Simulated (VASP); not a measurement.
Wanted: the native input for a VASP 6.6.1 run.

| Property | Result |
| --- | --- |
| Task | relaxation of cell and atoms |
| Functional | PBE |
| Potentials or basis | VASP PAW PBE potentials, release 64 (Sb, O) |
| Cutoff | 600 eV |
| k mesh | 6 × 6 × 6 |
| Occupations | gaussian, width 0.1 eV |
| Spin | no spin polarisation |
| Dipole correction | no |
| Further INCAR settings | ALGO = Normal; EDIFF = 1e-06; IBRION = 2; EDIFFG = -0.04; NSW = 90; ISIF = 3 |

The structure of SbO4 lies in POSCAR:

```
SbO4
1.0
   -1.9627304900      1.9627304900      3.7390589800
    1.9627304900     -1.9627304900      3.7390589800
    1.9627304900      1.9627304900     -3.7390589800
Sb O
1 4
Direct
    0.0000000000      0.0000000000      0.0000000000
    0.7556089200      0.7556089200      0.0000000000
    0.5000000000      0.0000000000      0.5000000000
    0.0000000000      0.5000000000      0.5000000000
    0.2443910800      0.2443910800      0.0000000000
```

The cell was generated, and may not be a known phase.

The input as run:

INCAR

```
ALGO     = Normal         # electronic algorithm
EDIFF    = 1E-6           # SCF threshold, eV
EDIFFG   = -0.04          # ionic threshold
ENCUT    = 600            # plane-wave cutoff, eV
GGA      = PE             # functional
IBRION   = 2              # ionic algorithm
ISIF     = 3              # what is computed and relaxed
ISMEAR   = 0              # smearing method
LASPH    = True           # aspherical terms in the spheres
LCHARG   = False          # write CHGCAR
LREAL    = False          # projectors in reciprocal space
LWAVE    = False          # write WAVECAR
NELM     = 100            # most SCF steps
NSW      = 90             # ionic steps
PREC     = Accurate       # precision mode
SIGMA    = 0.1            # smearing width, eV
```

KPOINTS

```
k-points
0
Gamma
  6 6 6
```

Potentials or basis: VASP PAW PBE potentials, release 64 (Sb, O).

Command:

```sh
$ cat potpaw_PBE.64/Sb/POTCAR potpaw_PBE.64/O/POTCAR > POTCAR
$ mpirun -np 1 vasp_std > vasp.out
```

Results of the run:

- Relaxed volume: 13.67 Å³/atom
- Relaxed cell: a = 5.220 Å, b = 5.220 Å, c = 5.220 Å, α = 135.74°, β = 135.74°, γ = 64.39°
- Space group after relaxing (to 0.1 Å): I4/mmm (No. 139)
- Energy gained by relaxing: 141.8 meV/atom
- Ionic steps: 19
- Pressure after relaxing: -0.1 GPa
- Largest force after relaxing: 0.025 eV/Å
- Band gap on the k mesh: zero (an odd number of electrons rules out a gap without spin polarisation)

Caveat: the volume moved by over 15 % at a fixed basis, so the end points are rough; spin-orbit coupling is left out, which moves the levels of the heavy elements; an odd number of electrons without spin polarisation forces a metal; a magnetic or distorted state may lie lower.

Run time: 14 min on 1 thread of Oxide Virtual Turin-like Processor, on a shared host, peak memory 0.22 GiB.
